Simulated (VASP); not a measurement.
Write the native input for VASP 6.6.1 that does the following.

```yaml
Task: single point
Functional: PBE
Potentials_or_basis: VASP PAW PBE potentials, release 64 (Zn, P, Si)
Cutoff: 500 eV
k_mesh: 7 × 7 × 7
Occupations: fermi-dirac, width 0.05 eV
Spin: no spin polarisation
Dipole_correction: no
Further_INCAR_settings: ALGO = Normal; EDIFF = 1e-06; NBANDS = 36
```

The structure of ZnSiP2 lies in POSCAR:

```
ZnSiP2
1.0
   -2.7088757108      2.7088757108      5.2690850654
    2.7088757108     -2.7088757108      5.2690850654
    2.7088757108      2.7088757108     -5.2690850654
Zn P Si
2 4 2
Direct
    0.7500000000      0.2500000000      0.5000000000
    0.0000000000      0.0000000000      0.0000000000
    0.1421248287      0.6250000000      0.0171248287
    0.6078751713      0.1250000000      0.9828751713
    0.8750000000      0.8578751713      0.4828751713
    0.3750000000      0.3921248287      0.5171248287
    0.2500000000      0.7500000000      0.5000000000
    0.5000000000      0.5000000000      0.0000000000
```

The input as run:

INCAR

```
ALGO = Normal ; EDIFF = 1E-6
ENCUT = 500 ; GGA = PE
GGA_COMPAT = F ; ISIF = 2
ISMEAR = -1 ; LASPH = T
LCHARG = F ; LREAL = F
LWAVE = F ; NBANDS = 36
NELM = 120 ; PREC = Accurate
SIGMA = 0.05
```

KPOINTS

```
k-points
0
Gamma
  7 7 7
```

Potentials or basis: VASP PAW PBE potentials, release 64 (Zn, P, Si).

The run is started by

```console
$ cat potpaw_PBE.64/Zn/POTCAR potpaw_PBE.64/P/POTCAR potpaw_PBE.64/Si/POTCAR > POTCAR
$ mpirun -np 1 vasp_std > vasp.out
```

It gave:

```
Pressure               : 0.0 GPa
Largest force          : 0.040 eV/Å
Band gap on the k mesh : 1.36 eV
```

Run time: 2.1 min on 1 thread of Intel(R) Xeon(R) 6975P-C (Granite Rapids), with other jobs on the host, peak memory 0.42 GiB.
